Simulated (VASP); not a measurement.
# Ti (Im-3m) in VASP: further runs

The runs below take Ti through single point, with PBEsol.

Everything below comes from runs of VASP 6.6.1. Logs are shortened: lines on timing, memory, paths and dates and some standing lists are left out, and cuts for length are marked.

**1. The cell of the first run**

The structure is cubic, space group Im-3m (No. 229). Conventional cell: a = 3.191 Å, b = 3.191 Å, c = 3.191 Å, α = 90.00°, β = 90.00°, γ = 90.00°. Ti (site symmetry m-3m) has 14 Ti at 2.76 to 3.19 Å within 3.6 Å.

**2. Single point, PBEsol**

The input, INCAR:

```
SYSTEM = Ti
  ALGO = Normal
  EDIFF = 1E-6
  ENCUT = 520
  GGA = PS
  ISIF = 2
  ISMEAR = -1
  LASPH = .TRUE.
  LCHARG = .FALSE.
  LREAL = .FALSE.
  LWAVE = .FALSE.
  NBANDS = 12
  NELM = 100
  PREC = Accurate
  SIGMA = 0.05
```

The input, KPOINTS:

```
k-points
0
G
  11 11 11
  0 0 0
```

The input, POSCAR:

```
Ti
1.0
   -1.5954323783      1.5954323783      1.5954323783
    1.5954323783     -1.5954323783      1.5954323783
    1.5954323783      1.5954323783     -1.5954323783
Ti
1
Direct
    0.0000000000      0.0000000000      0.0000000000
```

Potentials or basis: VASP PAW PBE potentials, release 64 (Ti_sv).

On the command line:

```
cat potpaw_PBE.64/Ti_sv/POTCAR > POTCAR
mpirun -np 1 vasp_std > vasp.out
```

OUTCAR:

```text
SYSTEM = Ti
   EDIFF = 1E-6
   ENCUT = 520
   GGA = PS
   ISIF = 2
   ISMEAR = -1
   LASPH = .TRUE.
   LREAL = .FALSE.
   NELM = 100
   PREC = Accurate

 ion  position               nearest neighbor table
   1  0.000  0.000  0.000-

  LATTYP: Found a body centered cubic cell.
 ALAT       =     3.1908647566

  Lattice vectors:

 A1 = (  -1.5954323783,   1.5954323783,   1.5954323783)
 A2 = (   1.5954323783,  -1.5954323783,   1.5954323783)
 A3 = (   1.5954323783,   1.5954323783,  -1.5954323783)

Analysis of symmetry for initial positions (statically):
=====================================================================
 Subroutine PRICEL returns:
 Original cell was already a primitive cell.

 Routine SETGRP: Setting up the symmetry group for a
 body centered cubic supercell.

 Subroutine GETGRP returns: Found 48 space group operations
[... 9 lines left out ...]

 Routine SETGRP: Setting up the symmetry group for a
 body centered cubic supercell.

 Subroutine GETGRP returns: Found 48 space group operations
[... 11 lines left out ...]
                                     Primitive cell

  volume of cell :      16.2441

  direct lattice vectors                    reciprocal lattice vectors
    -1.595432378  1.595432378  1.595432378     0.000000000  0.313394668  0.313394668
     1.595432378 -1.595432378  1.595432378     0.313394668  0.000000000  0.313394668
     1.595432378  1.595432378 -1.595432378     0.313394668  0.313394668  0.000000000

  length of vectors
     2.763369939  2.763369939  2.763369939     0.443206989  0.443206989  0.443206989

  position of ions in fractional coordinates (direct lattice)
     0.000000000  0.000000000  0.000000000

  ion indices of the primitive-cell ions
   primitive index   ion index
                 1           1

----------------------------------------------------------------------------------------

 KPOINTS: k-points

Automatic generation of k-mesh.
 Grid dimensions read from file:
 generate k-points for:   11   11   11

 Generating k-lattice:

  Cartesian coordinates                     Fractional coordinates (reciprocal lattice)
     0.000000000  0.028490424  0.028490424     0.090909091  0.000000000  0.000000000
     0.028490424  0.000000000  0.028490424     0.000000000  0.090909091  0.000000000
     0.028490424  0.028490424  0.000000000     0.000000000  0.000000000  0.090909091

  Length of vectors
     0.040291544  0.040291544  0.040291544

  Shift w.r.t. Gamma in fractional coordinates (k-lattice)
     0.000000000  0.000000000  0.000000000

 Subroutine IBZKPT returns following result:
 ===========================================

 Found     56 irreducible k-points:

 Following reciprocal coordinates:
            Coordinates               Weight
  0.000000  0.000000  0.000000      1.000000
  0.090909  0.000000  0.000000     12.000000
  0.181818  0.000000  0.000000     12.000000
  0.272727  0.000000  0.000000     12.000000
  0.363636  0.000000  0.000000     12.000000
  0.454545  0.000000  0.000000     12.000000
[... 16 lines left out ...]
  0.272727  0.181818  0.090909     48.000000
  0.363636  0.181818  0.090909     24.000000
 [... further k-points ...]
   k-points           NKPTS =     56   k-points in BZ     NKDIM =     56   number of bands    NBANDS=     12
   number of dos      NEDOS =    301   number of ions     NIONS =      1
   total plane-waves  NPLWV =  13824
   dimension x,y,z NGX =    24 NGY =   24 NGZ =   24
   dimension x,y,z NGXF=    48 NGYF=   48 NGZF=   48
   ions per type =               1
   NGX,Y,Z   is equivalent  to a cutoff of  14.44, 14.44, 14.44 a.u.
   NGXF,Y,Z  is equivalent  to a cutoff of  28.88, 28.88, 28.88 a.u.
 SYSTEM =  Ti
   PREC   = accura    normal or accurate (medium, high low for compatibility)
   ISTART =      0    job   : 0-new  1-cont  2-samecut
   ICHARG =      2    charge: 1-file 2-atom 10-const
   ISPIN  =      1    spin polarized calculation?
   LNONCOLLINEAR =      F non collinear calculations
   LSORBIT =      F    spin-orbit coupling
   LASPH  =      T    aspherical Exc in radial PAW
   ENCUT  =  520.0 eV  38.22 Ry    6.18 a.u.   5.14  5.14  5.14*2*pi/ulx,y,z
   NELM   =    100;   NELMIN=  2; NELMDL= -5     # of ELM steps
   EDIFF  = 0.1E-05   stopping-criterion for ELM
   LREAL  =      F    real-space projection
   EDIFFG = 0.1E-04   stopping-criterion for IOM
   NSW    =      0    number of steps for IOM
   IBRION =     -1    ionic relax: 0-MD 1-quasi-New 2-CG
   NFREE  =      0    steps in history (QN), initial steepest desc. (CG)
   ISIF   =      2    stress and relaxation
   ISYM   =      2    0-nonsym 1-usesym 2-fastsym
   POTIM  = 0.5000    time-step for ionic-motion
   TEBEG  =    0.0;   TEEND  =   0.0 temperature during run
   PSTRESS=    0.0 pullay stress
   NELECT =      12.0000    total number of electrons
   NUPDOWN=      -1.0000    fix difference up-down
   EMIN   =  10.00;   EMAX   =-10.00  energy-range for DOS
   EFERMI =   0.00;   METHOD = LEGACY
   ISMEAR =    -1;   SIGMA  =   0.05  broadening in eV -4-tet -1-fermi 0-gaus
   EFERMI_NEDOS =   21; number of points for ismear=-14 and -15
   IALGO  =     38    algorithm
   IMIX   =      4    mixing-type and parameters
     AMIX     =   0.40;   BMIX     =  1.00
     AMIX_MAG =   1.60;   BMIX_MAG =  1.00
  volume/ion in A,a.u.               =      16.24       109.62
  Fermi-wavevector in a.u.,A,eV,Ry     =   1.479915  2.796634 29.798789  2.190149
  Thomas-Fermi vector in A             =   2.594014
   LORBIT       =      0    0 simple, 1 ext, 2 COOP (PROOUT), +10 PAW based schemes
   GGA     = PS    functional components
   LHFCALC =     F    Hartree Fock is set to
   AEXX    =    0.0000 exact exchange contribution
   IVDW    =     0    specifies the selected vdW correction
   LEPSILON=     F    determine dielectric tensor
   LRPA    =     F    only Hartree local field effects (RPA)
 non-spin polarized calculation
  energy-cutoff  :      520.00
  volume of cell :       16.24
 maximum number of plane-waves:       450
 NGX is ok and might be reduce to    24
   NGX = 11   NGY = 11   NGZ = 11

 number of electron      12.0000003 magnetization

 Free energy of the ion-electron system (eV)
  ---------------------------------------------------
  ext. energy  EPLUGINS =         0.00000000
  ---------------------------------------------------
  free energy    TOTEN  =        -8.24309916 eV

  energy without entropy =       -8.22475451  energy(sigma->0) =       -8.23392683

 E-fermi :   8.6529     XC(G=0): -11.9538

 val. band max:        8.6456156898   @ k =   0.2727   0.0909   0.0909
 cond. band min:       8.6635664944   @ k =  -0.3636   0.3636   0.0909
 fundamental gap:      0.0179508046
 Fermi energy:         8.6528604812

 k-point     1 :       0.0000    0.0000    0.0000
  band No.  band energies     occupation
      1     -47.4937      2.00000
      2     -23.3563      2.00000
      3     -23.3563      2.00000
      4     -23.3563      2.00000
      5       2.5756      2.00000
      6       9.7143      0.00000
      7       9.7143      0.00000
      8       9.7143      0.00000
      9      11.6390      0.00000
     10      11.6390      0.00000
     11      26.5648      0.00000
     12      26.5648      0.00000

 k-point     2 :       0.0909    0.0000    0.0000
  band No.  band energies     occupation
      1     -47.4799      2.00000
      2     -23.4266      2.00000
      3     -23.3776      2.00000
      4     -23.3568      2.00000
      5       2.8754      2.00000
      6       9.5738      0.00000
      7       9.6684      0.00000
      8       9.9390      0.00000
      9      11.4829      0.00000
     10      11.6478      0.00000
     11      26.2047      0.00000
     12      26.5371      0.00000

 k-point     3 :       0.1818    0.0000    0.0000
  band No.  band energies     occupation
      1     -47.4429      2.00000
      2     -23.6123      2.00000
      3     -23.4342      2.00000
      4     -23.3583      2.00000
      5       3.7086      2.00000
      6       9.2172      0.00003
      7       9.4280      0.00000
      8      10.5782      0.00000
      9      11.2897      0.00000
     10      11.6880      0.00000
     11      24.8833      0.00000
     12      25.9610      0.00000

 k-point     4 :       0.2727    0.0000    0.0000
  band No.  band energies     occupation
      1     -47.3940      2.00000
      2     -23.8495      2.00000
      3     -23.5076      2.00000
      4     -23.3602      2.00000
      5       4.8378      2.00000
      6       8.7881      0.12546
      7       9.0724      0.00045
      8      11.3626      0.00000
      9      11.5180      0.00000
     10      11.7797      0.00000
     11      22.6381      0.00000
     12      24.6537      0.00000

 k-point     5 :       0.3636    0.0000    0.0000
  band No.  band energies     occupation
      1     -47.3487      2.00000
      2     -24.0619      2.00000
      3     -23.5743      2.00000
      4     -23.3621      2.00000
      5       5.7358      2.00000
      6       8.4249      1.97929
      7       9.1945      0.00004
      8      11.5531      0.00000
      9      11.9080      0.00000
     10      12.5313      0.00000
     11      20.1992      0.00000
     12      23.3784      0.00000

 k-point     6 :       0.4545    0.0000    0.0000
  band No.  band energies     occupation
      1     -47.3216      2.00000
      2     -24.1858      2.00000
      3     -23.6136      2.00000
      4     -23.3632      2.00000
      5       6.0212      2.00000
      6       8.2210      1.99965
      7       9.8822      0.00000
      8      11.6401      0.00000
      9      12.0078      0.00000
     10      13.2381      0.00000
     11      18.4723      0.00000
     12      22.6346      0.00000

 k-point     7 :       0.0909    0.0909    0.0000
  band No.  band energies     occupation
      1     -47.4545      2.00000
      2     -23.5539      2.00000
      3     -23.4014      2.00000
      4     -23.3736      2.00000
      5       3.4448      2.00000
      6       9.3799      0.00000
      7       9.4446      0.00000
      8      10.4038      0.00000
      9      11.2610      0.00000
     10      11.7148      0.00000
     11      25.4777      0.00000
     12      26.1921      0.00000

 k-point     8 :       0.1818    0.0909    0.0000
  band No.  band energies     occupation
      1     -47.4116      2.00000
      2     -23.7550      2.00000
      3     -23.4702      2.00000
      4     -23.3818      2.00000
      5       4.4532      2.00000
      6       8.9811      0.00282
      7       9.0895      0.00032
      8      11.1553      0.00000
      9      11.2487      0.00000
     10      11.8348      0.00000
     11      23.8653      0.00000
     12      24.9526      0.00000
[... 166 lines left out ...]
 k-point    20 :       0.3636    0.0909    0.0909
  band No.  band energies     occupation
      1     -47.3171      2.00000
      2     -24.1238      2.00000
      3     -23.6565      2.00000
      4     -23.4273      2.00000
      5       6.5353      2.00000
      6       8.0895      1.99997
      7       9.2258      0.00002
      8      11.7488      0.00000
      9      12.0291      0.00000
     10      14.2938      0.00000
     11      18.3823      0.00000
     12      22.0215      0.00000

 k-point    21 :      -0.0909    0.0909    0.0909
  band No.  band energies     occupation
      1     -47.4665      2.00000
      2     -23.4513      2.00000
      3     -23.3992      2.00000
      4     -23.3992      2.00000
      5       3.1669      2.00000
      6       9.6686      0.00000
      7       9.6686      0.00000
      8       9.9389      0.00000
      9      11.1032      0.00000
     10      11.8308      0.00000
     11      25.7159      0.00000
     12      27.0638      0.00000

 k-point    22 :       0.1818    0.1818    0.0909
  band No.  band energies     occupation
      1     -47.3452      2.00000
      2     -24.0064      2.00000
      3     -23.5659      2.00000
      4     -23.4659      2.00000
      5       6.4161      2.00000
      6       8.1992      1.99977
      7       8.3311      1.99679
      8      11.6528      0.00000
      9      11.9256      0.00000
     10      13.5131      0.00000
     11      21.5436      0.00000
     12      21.7545      0.00000

 k-point    23 :       0.2727    0.1818    0.0909
  band No.  band energies     occupation
      1     -47.3186      2.00000
      2     -24.0469      2.00000
      3     -23.6765      2.00000
      4     -23.4862      2.00000
      5       7.0568      2.00000
      6       8.0394      1.99999
      7       8.4766      1.94281
      8      11.7831      0.00000
      9      12.0366      0.00000
     10      14.7598      0.00000
     11      19.2722      0.00000
     12      20.8311      0.00000

 k-point    24 :       0.3636    0.1818    0.0909
  band No.  band energies     occupation
      1     -47.3087      2.00000
      2     -24.0494      2.00000
      3     -23.7321      2.00000
      4     -23.4920      2.00000
      5       7.1123      2.00000
      6       7.9996      2.00000
      7       8.7960      0.10807
      8      11.8524      0.00000
      9      12.0675      0.00000
     10      15.5445      0.00000
     11      17.9881      0.00000
     12      20.5055      0.00000

 [... further k-points ...]
[... 5 lines left out ...]
  --------------------------------------------------------------------------------------
  -------------------------------------------------------------------------------------
  Total        0.1704877      0.1704877      0.1704877     -0.0000000      0.0000000     -0.0000000
  in kB       16.8154492     16.8154492     16.8154492     -0.0000000      0.0000000     -0.0000000
  external PRESSURE =      16.8154492 kB  Pullay stress =       0.0000000 kB

 VOLUME and BASIS-vectors are now :
 -----------------------------------------------------------------------------
  energy-cutoff  :      520.00
  volume of cell :       16.24
      direct lattice vectors                 reciprocal lattice vectors
    -1.595432378  1.595432378  1.595432378     0.000000000  0.313394668  0.313394668
     1.595432378 -1.595432378  1.595432378     0.313394668  0.000000000  0.313394668
     1.595432378  1.595432378 -1.595432378     0.313394668  0.313394668  0.000000000

 POSITION                                       TOTAL-FORCE (eV/Angst)
 -----------------------------------------------------------------------------------
      0.00000      0.00000      0.00000         0.000000      0.000000     -0.000000
 -----------------------------------------------------------------------------------
    total drift:                                0.000000      0.000000      0.000000

  FREE ENERGIE OF THE ION-ELECTRON SYSTEM (eV)
  ---------------------------------------------------
  free  energy   TOTEN  =        -8.2430991569 eV

  energy  without entropy=       -8.2247545112  energy(sigma->0) =       -8.23392683
```

Run time: 3.9 s. Hardware: 1 thread of Intel Xeon 6975P-C (Granite Rapids), shared host; peak memory 0.14 GiB.

Results:

| Property | Result |
| --- | --- |
| Free energy | -8.2431 eV |
| Pressure | 1.7 GPa |
| Band gap on the k mesh | zero (band 6 reaches 9.73 eV, above the bottom of band 7 at 8.01 eV) |

Caveat: the PAW data sets were made with another functional, which shifts forces and pressure a little.

**3. Single point, PBEsol**

This run uses another cell than the first one, of 15.86 Å³/atom, 0.976 times its volume.

Edit INCAR of step 2 so:

```diff
@@ -12,3 +12,3 @@
   NBANDS = 12
-  NELM = 100
+  NELM = 80
   PREC = Accurate
```

KPOINTS is that of step 2.

The input, POSCAR:

```
Ti
1.0
   -1.5827149142      1.5827149142      1.5827149142
    1.5827149142     -1.5827149142      1.5827149142
    1.5827149142      1.5827149142     -1.5827149142
Ti
1
Direct
    0.0000000000      0.0000000000      0.0000000000
```

Potentials or basis: VASP PAW PBE potentials, release 64 (Ti_sv).

On the command line:

```
cat potpaw_PBE.64/Ti_sv/POTCAR > POTCAR
mpirun -np 1 vasp_std > vasp.out
```

Wall time 3.8 s (1 thread of Intel Xeon 6975P-C (Granite Rapids), shared host); peak memory 0.12 GiB.

The run converged. Its results:

```yaml
Free_energy: -8.2354 eV
Pressure: 4.7 GPa
Band_gap_on_the_k_mesh: zero (band 6 reaches 10.01 eV, above the bottom of band 7 at 8.25 eV)
```

Levels at points of the mesh, in eV from the Fermi level:
```
           k point  band 3  band 4  band 5  band 6  band 7  band 8  band 9  band 10
(0.00, 0.00, 0.00)  -31.93  -31.93   -6.12    1.08    1.08    1.08    3.07     3.07
```

Caveat: the PAW data sets were made with another functional, which shifts forces and pressure a little.
